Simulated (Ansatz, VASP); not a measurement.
Two plane-wave programs on Ti3Al

The input POSCAR:

```
Ti3Al
1.0
    0.0000000000      3.2317810000      3.2317810000
    3.2317810000      0.0000000000      3.2317810000
    3.2317810000      3.2317810000      0.0000000000
Ti Al
3 1
Direct
    0.0000000000      0.0000000000      0.0000000000
    0.2500000000      0.2500000000      0.2500000000
    0.7500000000      0.7500000000      0.7500000000
    0.5000000000      0.5000000000      0.5000000000
```

The input INCAR.step1:

```
SYSTEM = Ti3Al
PREC = Accurate ; ENCUT = 520
ISMEAR = -1 ; SIGMA = 0.15
LREAL = .FALSE. ; LASPH = .TRUE.
NELM = 150 ; LMAXMIX = 4
LDAU = .TRUE. ; LDAUTYPE = 2
LDAUL = 2 -1 ; LDAUU = 5.3 0
LDAUJ = 0 0 ; NBANDS = 28
GGA = PE ; ALGO = Normal
EDIFF = 1E-4 ; LWAVE = .TRUE.
LCHARG = .FALSE.
```

Contents of INCAR.step2:

```
SYSTEM = Ti3Al
PREC = Accurate ; ENCUT = 520
EDIFF = 1E-6 ; ISMEAR = -1
SIGMA = 0.15 ; LREAL = .FALSE.
LASPH = .TRUE. ; NELM = 150
ALGO = Normal ; ISIF = 2
LWAVE = .FALSE. ; LCHARG = .FALSE.
LMAXMIX = 4 ; LDAU = .TRUE.
LDAUTYPE = 2 ; LDAUL = 2 -1
LDAUU = 5.3 0 ; LDAUJ = 0 0
LDAUPRINT = 1 ; METAGGA = R2SCAN
LMIXTAU = .TRUE. ; LUSE_VDW = .TRUE.
IVDW_NL = 2 ; BPARAM = 11.95
CPARAM = 0.0093 ; NBANDS = 28
ISTART = 1
```

File KPOINTS:

```
regular mesh
0
G
  7 7 7
  0 0 0
```

File input.yaml:

```yaml
crystal:
  lattice:
    - [0.0, 3.231781, 3.231781]
    - [3.231781, 0.0, 3.231781]
    - [3.231781, 3.231781, 0.0]
  atoms:
    - { symbol: Ti, position: [0.0, 0.0, 0.0] }
    - { symbol: Ti, position: [0.25, 0.25, 0.25] }
    - { symbol: Ti, position: [0.75, 0.75, 0.75] }
    - { symbol: Al, position: [0.5, 0.5, 0.5] }
hamiltonian:
  xc: r2scan
  pseudopotentials: { kind: paw, source: ansatz }
  dispersion: rvv10
  hubbard: { sites: [{ species: Ti, l: d, u_eff: 5.3 }], double_counting: fll }
kpoints:
  mp_grid: { grid: [7, 7, 7] }
scf:
  occupations: { method: fermi_dirac, width: 0.15 }
output:
  forces: true
  stress: true
  eigenvalues: true
```

Alike in both runs: task single point; functional r2SCAN; dispersion rVV10; k mesh 7 × 7 × 7; occupations fermi-dirac, width 0.15 eV; no spin polarisation; Hubbard terms Ti d U = 5.3 eV.

|  | VASP | Ansatz |
| --- | --- | --- |
| version | VASP 6.6.1 | Ansatz 0.2.0 |
| potentials or method | VASP PAW PBE potentials, release 64 (Ti_sv, Al) | Ansatz PAW earlier set |
| plane-wave cutoff (eV) | 520 | 900 |
| valence electrons in the cell | 39 | 47 |

Ansatz gave:

- gap on the k mesh at the Fermi level (eV): none
- pressure (GPa): 5.8

Which values does VASP return?

gap on the k mesh at the Fermi level (eV): none; pressure (GPa): 7.1.

VASP's potentials were made for PBE, not for r2SCAN. The programs project onto different local orbitals, so the same U acts differently, and such runs can settle in different states. A gap of «none» marks a metal or a gap that the smearing closes. VASP's potentials hold 39 valence electrons a cell and Ansatz's 47, so a difference there can come from the potentials and not from the codes.
